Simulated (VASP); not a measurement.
Set up this calculation in VASP 6.6.1, as the native input.

```
Task                   : relaxation of cell and atoms
Functional             : PBE
Potentials or basis    : VASP PAW PBE potentials, release 64 (Be, B, P)
Cutoff                 : 600 eV
k mesh                 : 4 × 4 × 4
Occupations            : gaussian, width 0.1 eV
Spin                   : no spin polarisation
Dipole correction      : no
Further INCAR settings : ALGO = Normal; EDIFF = 1e-06; IBRION = 2; EDIFFG = -0.04; NSW = 90; ISIF = 3
```

The structure of BeB3P2 lies in POSCAR:

```
BeB3P2
1.0
    3.0888065700      1.7833233000      2.5220000000
   -3.0888065700      1.7833233000      2.5220000000
    0.0000000000     -3.5666466000      2.5220000000
Be B P
1 3 2
Direct
    0.5000000000      0.5000000000      0.5000000000
    0.0000000000      0.5000000000      0.0000000000
    0.5000000000      0.0000000000      0.0000000000
    0.0000000000      0.0000000000      0.5000000000
    0.7500000000      0.7500000000      0.7500000000
    0.2500000000      0.2500000000      0.2500000000
```

These files were run (other wordings do the same):

INCAR

```
  PREC = Accurate
  ENCUT = 600
  EDIFF = 1E-6
  ISMEAR = 0
  SIGMA = 0.1
  LREAL = False
  LASPH = True
  NELM = 60
  ALGO = Normal
  ISIF = 3
  LWAVE = False
  LCHARG = False
  GGA = PE
  IBRION = 2
  NSW = 90
  EDIFFG = -0.04
```

KPOINTS

```
regular mesh
0
Gamma
  4 4 4
```

Potentials or basis: VASP PAW PBE potentials, release 64 (Be, B, P).

Command:

```sh
$ cat potpaw_PBE.64/Be/POTCAR potpaw_PBE.64/B/POTCAR potpaw_PBE.64/P/POTCAR > POTCAR
$ mpirun -np 1 vasp_std > vasp.out
```

Results of the run:

* Relaxed volume: 13.37 Å³/atom
* Relaxed cell: a = 4.316 Å, b = 4.316 Å, c = 4.316 Å, α = 92.14°, β = 92.14°, γ = 92.14°
* Space group after relaxing (to 0.05 Å): R-3m (No. 166)
* Energy gained by relaxing: 108.5 meV/atom
* Ionic steps: 12
* Pressure after relaxing: 0.0 GPa
* Largest force after relaxing: 0.033 eV/Å

Run time: 2.4 min on 1 thread of Intel(R) Xeon(R) Platinum 8259CL CPU @ 2.50GHz (Skylake/Cascade Lake) (shared host), peak memory 0.21 GiB.
